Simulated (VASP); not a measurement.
Runs of VASP 6.6.1 on TiAl. The structure is that of space group Pm-3m (No. 221), or close to it. The cells are those of the table. 

```tsv
cell	gap on the mesh (eV)	pressure (GPa)
a = 3.076, b = 3.076, c = 3.266 Å, 2 atoms	none	4.3
a = 3.171, b = 3.171, c = 3.076 Å, 2 atoms	none	4.1
a = 3.266, b = 3.266, c = 3.076 Å, 2 atoms	none	(a)
a = 3.076, b = 3.076, c = 3.171 Å, 2 atoms	none	8.5
```

Alike in all rows: task single point; level r2SCAN; potentials or basis VASP PAW PBE potentials, release 64 (Ti_sv, Al); no spin polarisation; k mesh 20 × 20 × 20; cutoff (eV) 520; smearing gaussian 0.15 eV.

Problem. Fill in the values left out.

Solution. (a) -3.0.

Caveats: the PAW data sets were made with another functional, which shifts forces and pressure a little; the cell stands under pressure (at least some runs).

A gap of «none» marks levels without a gap at the run's occupations.
